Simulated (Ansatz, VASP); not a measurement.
## WS4 in VASP and in Ansatz

```
S W
1.0
     3.14761    0.00000    0.00000
    -1.57380    2.72591    0.00000
     0.00000    0.00000   24.60753
S W
4 1
Direct
  0.66667 0.33333 0.31584
  0.33333 0.66667 0.44059
  0.33333 0.66667 0.56797
  0.00000 0.00000 0.67086
  0.66667 0.33333 0.50476
```

Alike in both runs: functional PBEsol; k mesh 9 × 9 × 1; occupations gaussian, width 0.05 eV; no spin polarisation.

Ansatz relaxed the structure, and its values are those at the end. VASP's run is a single point on that final structure, the one shown.

```csv
,VASP,Ansatz
version,VASP 6.6.1,Ansatz 0.2.0
potentials or method,"VASP PAW PBE potentials, release 64 (S, W_sv), cutoff 520 eV","scalar-relativistic, plane waves, PAW"
valence electrons in the cell,38,38
```

VASP gave:

```
gap on the k mesh at the Fermi level (eV)  : none
rms of the force components (eV/Å)         : 0.008
work function, face that differs most (eV) : 7.12
```

**Question.** Estimate Ansatz's values.

**Answer.** gap on the k mesh at the Fermi level (eV): none; rms of the force components (eV/Å): 0.001; work function, face that differs most (eV): 7.12.

VASP's potentials were made for PBE, not for PBEsol. A gap of «none» marks a metal or a gap that the smearing closes. Ansatz's warnings: xc potential rough in thin density.

Neither program's run includes spin-orbit coupling.
